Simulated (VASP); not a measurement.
Write the native input for VASP 6.6.1 that does the following.

- Task: single point
- Functional: PBE
- Potentials or basis: VASP PAW PBE potentials, release 64 (Al, C, Au, N)
- Cutoff: 520 eV
- k mesh: 4 × 4 × 4
- Occupations: gaussian, width 0.1 eV
- Spin: no spin polarisation
- Dipole correction: no
- Further INCAR settings: ALGO = Normal; EDIFF = 1e-06; NBANDS = 36

The structure of AlAuC4N4 lies in POSCAR:

```
AlAuC4N4
1.0
    5.8341244700      0.0000000000      0.0000000000
    0.0000000000      5.8341244700      0.0000000000
    0.0000000000      0.0000000000      5.8341244700
Al C Au N
1 4 1 4
Direct
    0.0000000000      0.0000000000      0.0000000000
    0.1855517100      0.1855517100      0.1855517100
    0.1855517100      0.8144482900      0.8144482900
    0.8144482900      0.1855517100      0.8144482900
    0.8144482900      0.8144482900      0.1855517100
    0.5000000000      0.5000000000      0.5000000000
    0.3013359700      0.3013359700      0.3013359700
    0.3013359700      0.6986640300      0.6986640300
    0.6986640300      0.3013359700      0.6986640300
    0.6986640300      0.6986640300      0.3013359700
```

One way to write it, as run:

INCAR

```
SYSTEM = AlAuC4N4
PREC = Accurate
ENCUT = 520
EDIFF = 1E-6
ISMEAR = 0
SIGMA = 0.1
LREAL = .False.
LASPH = .True.
NELM = 80
ALGO = Normal
ISIF = 2
LWAVE = .False.
LCHARG = .False.
GGA = PE
NBANDS = 36
```

KPOINTS

```
regular mesh
0
Gamma
  4 4 4
  0 0 0
```

Potentials or basis: VASP PAW PBE potentials, release 64 (Al, C, Au, N).

Run with:

```bash
$ cat potpaw_PBE.64/Al/POTCAR potpaw_PBE.64/C/POTCAR potpaw_PBE.64/Au/POTCAR potpaw_PBE.64/N/POTCAR > POTCAR
$ mpirun -np 1 vasp_std > vasp.out
```

Results of the run:

* Pressure: 7.5 GPa
* Largest force: 2.075 eV/Å
* Band gap on the k mesh: 3.32 eV (least direct gap 3.37 eV)

Caveat: the cell stands under pressure; spin-orbit coupling is left out, which moves the levels of the heavy elements; forces of over 1 eV/Å act on the atoms, so gaps and moduli don't describe the material at rest.

Run time: 2.1 min on 1 thread of Oxide Virtual Turin-like Processor, with other jobs on the host, peak memory 0.32 GiB.
